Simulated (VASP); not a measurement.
Input of a VASP 6.6.1 run:

File INCAR:

```
SYSTEM = HfBr2F2
  ALGO = Normal
  EDIFF = 1E-6
  ENCUT = 520
  GGA = PE
  ISIF = 2
  ISMEAR = 0
  LASPH = .True.
  LCHARG = .False.
  LREAL = .False.
  LWAVE = .False.
  NBANDS = 49
  NELM = 60
  PREC = Accurate
  SIGMA = 0.1
```

File KPOINTS:

```
k-points
0
Gamma
  2 2 4
  0 0 0
```

File POSCAR:

```
HfBr2F2
1.0
    5.9261056919      0.0000000000      0.0000000000
    0.0000000000      5.9261056919      0.0000000000
    0.0000000000      0.0000000000      5.0974374654
Hf Br F
2 4 4
Direct
    0.0000000000      0.0000000000      0.0000000000
    0.5000000000      0.5000000000      0.0000000000
    0.3219136462      0.8219136462      0.5000000000
    0.8219136462      0.6780863538      0.5000000000
    0.1780863538      0.3219136462      0.5000000000
    0.6780863538      0.1780863538      0.5000000000
    0.3143660795      0.1856339205      0.0000000000
    0.8143660795      0.3143660795      0.0000000000
    0.1856339205      0.6856339205      0.0000000000
    0.6856339205      0.8143660795      0.0000000000
```

Potentials or basis: VASP PAW PBE potentials, release 64 (Hf_pv, Br, F).

Launch:

```console
$ cat potpaw_PBE.64/Hf_pv/POTCAR potpaw_PBE.64/Br/POTCAR potpaw_PBE.64/F/POTCAR > POTCAR
$ mpirun -np 1 vasp_std > vasp.out
```

(1) Estimate the band gap on the k mesh.

(2) What does it give for the pressure?

(3) Predict the largest force.

Answers

(1) zero (bands 38 and 39 overlap by 0.33 eV).

(2) -1.0 GPa.

(3) 0.081 eV/Å.

Caveat: the k points lie up to 0.53 Å⁻¹ apart; spin-orbit coupling is left out, which moves the levels of the heavy elements.
